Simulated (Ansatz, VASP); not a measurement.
# W in VASP and in Ansatz

File INCAR:

```
PREC = Accurate
ENCUT = 520
EDIFF = 1E-7
ISMEAR = 0
SIGMA = 0.15
LREAL = F
LASPH = T
NELM = 100
ALGO = Fast
ISIF = 2
LWAVE = F
LCHARG = T
GGA = PE
LELF = T
LVHAR = T
NBANDS = 13
```

The input KPOINTS:

```
regular mesh
0
Gamma
  20 20 20
```

POSCAR

```
W
1.0
   -1.6502704647      1.5759310891      1.5759310891
    1.5759310891     -1.6502704647      1.5759310891
    1.5759310891      1.5759310891     -1.6502704647
W
1
Direct
    0.0000000000      0.0000000000      0.0000000000
```

Input for Ansatz:

```yaml
crystal:
  lattice:
    - [-1.6502704647, 1.5759310891, 1.5759310891]
    - [1.5759310891, -1.6502704647, 1.5759310891]
    - [1.5759310891, 1.5759310891, -1.6502704647]
  atoms:
    - { symbol: W, position: [0.0, 0.0, 0.0] }
basis:
  ecutwfc: 420
kpoints:
  mp_grid: { grid: [20, 20, 20] }
hamiltonian:
  xc: pbe
  pseudopotentials: { kind: paw, azcp: { folder: soft_1 } }
scf:
  occupations: { method: gaussian, width: 0.15 }
output:
  forces: true
  stress: true
  eigenvalues: true
```

Change from the starting cell: equal engineering shear yz, xz and xy -0.0467, equal normal strain along x, y and z -0.0100.

Alike in both runs: task single point; functional PBE; k mesh 20 × 20 × 20; occupations gaussian, width 0.15 eV; no spin polarisation.

|  | VASP | Ansatz |
| --- | --- | --- |
| version | VASP 6.6.1 | Ansatz 0.2.0 |
| potentials or method | VASP PAW PBE potentials, release 64 (W_sv), cutoff 520 eV | scalar-relativistic, plane waves, PAW |
| valence electrons in the cell | 14 | 14 |

Ansatz gave:

- gap on the k mesh at the Fermi level (eV): none
- pressure (GPa): 11.7
- traceless stress, the component that is largest in VASP (GPa): 9.13

**Question.** Which values does VASP return?

**Answer.** gap on the k mesh at the Fermi level (eV): none; pressure (GPa): 12.4; traceless stress, the component that is largest in VASP (GPa): 9.29.

A gap of «none» marks a metal or a gap that the smearing closes. The functional is the same, so the differences come from potentials, cutoffs and numerics.

Spin-orbit coupling is off throughout.
